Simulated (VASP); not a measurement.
Here is a VASP 6.6.1 calculation.

File INCAR:

```
PREC = Accurate
ENCUT = 520
EDIFF = 1E-6
ISMEAR = 0
SIGMA = 0.1
LREAL = F
LASPH = T
NELM = 100
ALGO = Normal
ISIF = 2
LWAVE = F
LCHARG = F
GGA = PE
NBANDS = 28
```

KPOINTS

```
Automatic mesh
0
Gamma
  6 4 2
```

Contents of POSCAR:

```
CaYC2N2
1.0
    3.5523387500      0.0000000000      0.0000000000
    1.4950644100      3.8962278900      0.0000000000
    0.7056234000      1.0313694800      8.5478122700
Ca Y C N
1 1 2 2
Direct
    0.5000000000      0.0000000000      0.5000000000
    0.0000000000      0.0000000000      0.0000000000
    0.1919431300      0.6161137400      0.1919431300
    0.8080568700      0.3838862600      0.8080568700
    0.2985782000      0.4028436000      0.2985782000
    0.7014218000      0.5971564000      0.7014218000
```

Potentials or basis: VASP PAW PBE potentials, release 64 (Ca_sv, Y_sv, C, N).

Launch:

```bash
$ cat potpaw_PBE.64/Ca_sv/POTCAR potpaw_PBE.64/Y_sv/POTCAR potpaw_PBE.64/C/POTCAR potpaw_PBE.64/N/POTCAR > POTCAR
$ mpirun -np 1 vasp_std > vasp.out
```

Question: Predict the largest force.

Answer: 3.704 eV/Å.

Question: What does it give for the band gap on the k mesh?

Answer: Zero (an odd number of electrons rules out a gap without spin polarisation).

Question: What does it give for the pressure?

Answer: 12.4 GPa.

Forces in eV/Å, atoms in the order of the input:
```
Ca   0.000  0.000  0.000
Y    0.000  0.000  0.000
C    0.179 -0.305 -0.089
C   -0.179  0.305  0.089
N    0.285 -2.138  3.011
N   -0.285  2.138 -3.011
```

Caveat: the k points lie up to 0.41 Å⁻¹ apart, too coarse for converged energies and pressures of a metal; an odd number of electrons without spin polarisation forces a metal; a magnetic or distorted state may lie lower.
